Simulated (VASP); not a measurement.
# K (Im-3m) in VASP: notebook

Runs on K. Level: r2SCAN. Tasks: single point.

All numbers are computed with VASP 6.6.1; they aren't measurements. Logs are shortened: lines on timing, memory, paths and dates and some standing lists are left out, and cuts for length are marked.

## 1. The cell of the first run

The structure is cubic, space group Im-3m (No. 229). The conventional cell has a = 5.236 Å, b = 5.236 Å, c = 5.236 Å, α = 90.00°, β = 90.00°, γ = 90.00°.

## 2. Single point, r2SCAN

POSCAR reads:

```
K
1.0
   -2.6180000000      2.6180000000      2.6180000000
    2.6180000000     -2.6180000000      2.6180000000
    2.6180000000      2.6180000000     -2.6180000000
K
1
Direct
    0.0000000000      0.0000000000      0.0000000000
```

INCAR.step1 reads:

```
SYSTEM = K
ALGO     = Normal         ! electronic algorithm
EDIFF    = 1E-4           ! SCF threshold, eV
ENCUT    = 520            ! plane-wave cutoff, eV
GGA      = PE             ! functional
ISMEAR   = 0              ! smearing method
LASPH    = .TRUE.         ! aspherical terms in the spheres
LCHARG   = .FALSE.        ! write CHGCAR
LREAL    = .FALSE.        ! projectors in reciprocal space
LWAVE    = .TRUE.         ! write WAVECAR
NBANDS   = 10             ! bands
NELM     = 100            ! most SCF steps
PREC     = Accurate       ! precision mode
SIGMA    = 0.1            ! smearing width, eV
```

INCAR.step2 reads:

```
SYSTEM = K
ALGO     = Normal         ! electronic algorithm
EDIFF    = 1E-6           ! SCF threshold, eV
ENCUT    = 520            ! plane-wave cutoff, eV
ISIF     = 2              ! what is computed and relaxed
ISMEAR   = 0              ! smearing method
ISTART   = 1            
LASPH    = .TRUE.         ! aspherical terms in the spheres
LCHARG   = .TRUE.         ! write CHGCAR
LELF     = .TRUE.         ! ELF
LMIXTAU  = .TRUE.       
LREAL    = .FALSE.        ! projectors in reciprocal space
LVHAR    = .TRUE.       
LWAVE    = .FALSE.        ! write WAVECAR
METAGGA  = R2SCAN         ! meta-GGA
NBANDS   = 10             ! bands
NELM     = 100            ! most SCF steps
PREC     = Accurate       ! precision mode
SIGMA    = 0.1            ! smearing width, eV
```

KPOINTS reads:

```
k-points
0
G
  6 6 6
  0 0 0
```

Potentials or basis: VASP PAW PBE potentials, release 64 (K_sv).

On the command line:

```
$ cat potpaw_PBE.64/K_sv/POTCAR > POTCAR
$ cp INCAR.step1 INCAR
$ mpirun -np 1 vasp_std > vasp.out
$ cp INCAR.step2 INCAR
$ mpirun -np 1 vasp_std > vasp.out
```

OUTCAR:

```text
SYSTEM = K
   EDIFF = 1E-6
   ENCUT = 520
   ISIF = 2
   ISMEAR = 0
   ISTART = 1
   LASPH = .TRUE.
   LREAL = .FALSE.
   METAGGA = R2SCAN
   NELM = 100
   PREC = Accurate

 ion  position               nearest neighbor table
   1  0.000  0.000  0.000-

  LATTYP: Found a body centered cubic cell.
 ALAT       =     5.2360000000

  Lattice vectors:

 A1 = (  -2.6180000000,   2.6180000000,   2.6180000000)
 A2 = (   2.6180000000,  -2.6180000000,   2.6180000000)
 A3 = (   2.6180000000,   2.6180000000,  -2.6180000000)

Analysis of symmetry for initial positions (statically):
=====================================================================
 Subroutine PRICEL returns:
 Original cell was already a primitive cell.

 Routine SETGRP: Setting up the symmetry group for a
 body centered cubic supercell.

 Subroutine GETGRP returns: Found 48 space group operations
 (whereof 48 operations were pure point group operations)
 out of a pool of 48 trial point group operations.

The static configuration has the point symmetry O_h .

Analysis of symmetry for dynamics (positions and initial velocities):
=====================================================================
 Subroutine PRICEL returns:
 Original cell was already a primitive cell.

 Routine SETGRP: Setting up the symmetry group for a
 body centered cubic supercell.

 Subroutine GETGRP returns: Found 48 space group operations
 (whereof 48 operations were pure point group operations)
 out of a pool of 48 trial point group operations.

The dynamic configuration has the point symmetry O_h .

 Subroutine INISYM returns: Found 48 space group operations
 (whereof 48 operations are pure point group operations),
 and found     1 'primitive' translations

----------------------------------------------------------------------------------------

                                     Primitive cell

  volume of cell :      71.7743

  direct lattice vectors                    reciprocal lattice vectors
    -2.618000000  2.618000000  2.618000000     0.000000000  0.190985485  0.190985485
     2.618000000 -2.618000000  2.618000000     0.190985485  0.000000000  0.190985485
     2.618000000  2.618000000 -2.618000000     0.190985485  0.190985485  0.000000000

  length of vectors
     4.534509014  4.534509014  4.534509014     0.270094263  0.270094263  0.270094263

  position of ions in fractional coordinates (direct lattice)
     0.000000000  0.000000000  0.000000000

  ion indices of the primitive-cell ions
   primitive index   ion index
                 1           1

----------------------------------------------------------------------------------------

 KPOINTS: k-points

Automatic generation of k-mesh.
 Grid dimensions read from file:
 generate k-points for:    6    6    6

 Generating k-lattice:

  Cartesian coordinates                     Fractional coordinates (reciprocal lattice)
     0.000000000  0.031830914  0.031830914     0.166666667  0.000000000  0.000000000
     0.031830914  0.000000000  0.031830914     0.000000000  0.166666667  0.000000000
     0.031830914  0.031830914  0.000000000     0.000000000  0.000000000  0.166666667

  Length of vectors
     0.045015711  0.045015711  0.045015711

  Shift w.r.t. Gamma in fractional coordinates (k-lattice)
     0.000000000  0.000000000  0.000000000

 Subroutine IBZKPT returns following result:
 ===========================================

 Found     16 irreducible k-points:

 Following reciprocal coordinates:
            Coordinates               Weight
  0.000000  0.000000  0.000000      1.000000
  0.166667  0.000000  0.000000     12.000000
  0.333333  0.000000  0.000000     12.000000
  0.500000  0.000000  0.000000      6.000000
  0.166667  0.166667  0.000000     24.000000
  0.333333  0.166667  0.000000     48.000000
[... 8 lines left out ...]
  0.500000  0.500000  0.333333     12.000000
  0.500000  0.500000  0.500000      1.000000
   k-points           NKPTS =     16   k-points in BZ     NKDIM =     16   number of bands    NBANDS=     10
   number of dos      NEDOS =    301   number of ions     NIONS =      1
   total plane-waves  NPLWV =  46656
   dimension x,y,z NGX =    36 NGY =   36 NGZ =   36
   dimension x,y,z NGXF=    72 NGYF=   72 NGZF=   72
   ions per type =               1
   NGX,Y,Z   is equivalent  to a cutoff of  13.20, 13.20, 13.20 a.u.
   NGXF,Y,Z  is equivalent  to a cutoff of  26.40, 26.40, 26.40 a.u.
 SYSTEM =  K
   PREC   = accura    normal or accurate (medium, high low for compatibility)
   ISTART =      1    job   : 0-new  1-cont  2-samecut
   ICHARG =      0    charge: 1-file 2-atom 10-const
   ISPIN  =      1    spin polarized calculation?
   LNONCOLLINEAR =      F non collinear calculations
   LSORBIT =      F    spin-orbit coupling
   LASPH  =      T    aspherical Exc in radial PAW
   ENCUT  =  520.0 eV  38.22 Ry    6.18 a.u.   8.43  8.43  8.43*2*pi/ulx,y,z
   NELM   =    100;   NELMIN=  2; NELMDL=  0     # of ELM steps
   EDIFF  = 0.1E-05   stopping-criterion for ELM
   LREAL  =      F    real-space projection
   EDIFFG = 0.1E-04   stopping-criterion for IOM
   NSW    =      0    number of steps for IOM
   IBRION =     -1    ionic relax: 0-MD 1-quasi-New 2-CG
   NFREE  =      0    steps in history (QN), initial steepest desc. (CG)
   ISIF   =      2    stress and relaxation
   ISYM   =      2    0-nonsym 1-usesym 2-fastsym
   POTIM  = 0.5000    time-step for ionic-motion
   TEBEG  =    0.0;   TEEND  =   0.0 temperature during run
   PSTRESS=    0.0 pullay stress
   NELECT =       9.0000    total number of electrons
   NUPDOWN=      -1.0000    fix difference up-down
   EMIN   =  10.00;   EMAX   =-10.00  energy-range for DOS
   EFERMI =   0.00;   METHOD = LEGACY
   ISMEAR =     0;   SIGMA  =   0.10  broadening in eV -4-tet -1-fermi 0-gaus
   EFERMI_NEDOS =   21; number of points for ismear=-14 and -15
   IALGO  =     38    algorithm
   IMIX   =      4    mixing-type and parameters
     AMIX     =   0.40;   BMIX     =  1.00
     AMIX_MAG =   1.60;   BMIX_MAG =  1.00
  volume/ion in A,a.u.               =      71.77       484.36
  Fermi-wavevector in a.u.,A,eV,Ry     =   0.819406  1.548454  9.135317  0.671427
  Thomas-Fermi vector in A             =   1.930206
   LORBIT       =      0    0 simple, 1 ext, 2 COOP (PROOUT), +10 PAW based schemes
   METAGGA = R2SCAN    functional components
   LHFCALC =     F    Hartree Fock is set to
   AEXX    =    0.0000 exact exchange contribution
   IVDW    =     0    specifies the selected vdW correction
   LEPSILON=     F    determine dielectric tensor
   LRPA    =     F    only Hartree local field effects (RPA)
 non-spin polarized calculation
 Gauss-broadening in eV      SIGMA  =   0.10
  energy-cutoff  :      520.00
  volume of cell :       71.77
 maximum number of plane-waves:      1961
 NGX is ok and might be reduce to    36
   NGX = 17   NGY = 17   NGZ = 17

 number of electron       9.0000001 magnetization

 Free energy of the ion-electron system (eV)
  ---------------------------------------------------
  ext. energy  EPLUGINS =         0.00000000
  ---------------------------------------------------
  free energy    TOTEN  =        -5.99193512 eV

  energy without entropy =       -5.97955055  energy(sigma->0) =       -5.98574283

 E-fermi :   0.0120     XC(G=0):  -5.9695

 val. band max:       -0.2790311704   @ k =   0.1667   0.1667   0.1667
 cond. band min:       0.0230813810   @ k =   0.3333   0.1667   0.0000
 fundamental gap:      0.3021125514
 Fermi energy:         0.0119573337

 k-point     1 :       0.0000    0.0000    0.0000
  band No.  band energies     occupation
      1     -33.6491      2.00000
      2     -16.3189      2.00000
      3     -16.3189      2.00000
      4     -16.3189      2.00000
      5      -2.3479      2.00000
      6       4.7688      0.00000
      7       4.7688      0.00000
      8       4.7688      0.00000
      9       5.7442      0.00000
     10       5.7442      0.00000

 k-point     2 :       0.1667    0.0000    0.0000
  band No.  band energies     occupation
      1     -33.6478      2.00000
      2     -16.3380      2.00000
      3     -16.3250      2.00000
      4     -16.3189      2.00000
      5      -1.9770      2.00000
      6       4.0314      0.00000
      7       4.3335      0.00000
      8       5.0665      0.00000
      9       5.4748      0.00000
     10       5.6621      0.00000

 k-point     3 :       0.3333    0.0000    0.0000
  band No.  band energies     occupation
      1     -33.6454      2.00000
      2     -16.3757      2.00000
      3     -16.3374      2.00000
      4     -16.3189      2.00000
      5      -0.9305      2.00000
      6       2.3370      0.00000
      7       3.7255      0.00000
      8       5.6107      0.00000
      9       5.7719      0.00000
     10       5.9289      0.00000

 k-point     4 :       0.5000    0.0000    0.0000
  band No.  band energies     occupation
      1     -33.6442      2.00000
      2     -16.3943      2.00000
      3     -16.3436      2.00000
      4     -16.3189      2.00000
      5       0.5584      0.00000
      6       0.6433      0.00000
      7       3.4884      0.00000
      8       5.4772      0.00000
      9       6.3156      0.00000
     10       6.4631      0.00000
[... 118 lines left out ...]
 k-point    14 :      -0.3333    0.3333    0.3333
  band No.  band energies     occupation
      1     -33.6424      2.00000
      2     -16.3683      2.00000
      3     -16.3582      2.00000
      4     -16.3582      2.00000
      5       0.2877      0.00010
      6       2.3560      0.00000
      7       3.7773      0.00000
      8       3.7774      0.00000
      9       4.5767      0.00000
     10       6.2530      0.00000

 k-point    15 :       0.5000    0.5000    0.3333
  band No.  band energies     occupation
      1     -33.6414      2.00000
      2     -16.3778      2.00000
      3     -16.3651      2.00000
      4     -16.3591      2.00000
      5       1.3242      0.00000
      6       1.6105      0.00000
      7       3.4124      0.00000
      8       3.7537      0.00000
      9       4.6234      0.00000
     10       6.9489      0.00000

 k-point    16 :       0.5000    0.5000    0.5000
  band No.  band energies     occupation
      1     -33.6405      2.00000
      2     -16.3722      2.00000
      3     -16.3722      2.00000
      4     -16.3722      2.00000
      5       1.7529      0.00000
      6       1.7529      0.00000
      7       3.8374      0.00000
      8       3.8374      0.00000
      9       3.8374      0.00000
     10       6.6239      0.00000

------------------------ aborting loop because EDIFF is reached ----------------------------------------

  FORCE on cell =-STRESS in cart. coord.  units (eV):
  Direction    XX          YY          ZZ          XY          YZ          ZX
  --------------------------------------------------------------------------------------
  -------------------------------------------------------------------------------------
  Total        0.1121804      0.1121804      0.1121804     -0.0000000      0.0000000     -0.0000000
  in kB        2.5041407      2.5041407      2.5041407     -0.0000000      0.0000000     -0.0000000
  external PRESSURE =       2.5041407 kB  Pullay stress =       0.0000000 kB

 VOLUME and BASIS-vectors are now :
 -----------------------------------------------------------------------------
  energy-cutoff  :      520.00
  volume of cell :       71.77
      direct lattice vectors                 reciprocal lattice vectors
    -2.618000000  2.618000000  2.618000000     0.000000000  0.190985485  0.190985485
     2.618000000 -2.618000000  2.618000000     0.190985485  0.000000000  0.190985485
     2.618000000  2.618000000 -2.618000000     0.190985485  0.190985485  0.000000000

 POSITION                                       TOTAL-FORCE (eV/Angst)
 -----------------------------------------------------------------------------------
      0.00000      0.00000      0.00000        -0.000000      0.000000     -0.000000
 -----------------------------------------------------------------------------------
    total drift:                               -0.000000      0.000000      0.000000

  FREE ENERGIE OF THE ION-ELECTRON SYSTEM (eV)
  ---------------------------------------------------
  free  energy   TOTEN  =        -5.9919351234 eV

  energy  without entropy=       -5.9795505455  energy(sigma->0) =       -5.98574283
```

Wall time 55 s (1 thread of Intel Xeon Platinum 8259CL at 2.50GHz (Skylake/Cascade Lake), shared host); peak memory 0.21 GiB.

What came out:

```yaml
Free_energy: -5.9919 eV
Pressure: 0.3 GPa
Band_gap_on_the_k_mesh: zero (an odd number of electrons rules out a gap without spin polarisation)
```

Caveat: the PAW data sets were made with another functional, which shifts forces and pressure a little.

(Continued in part 2 of 2.)
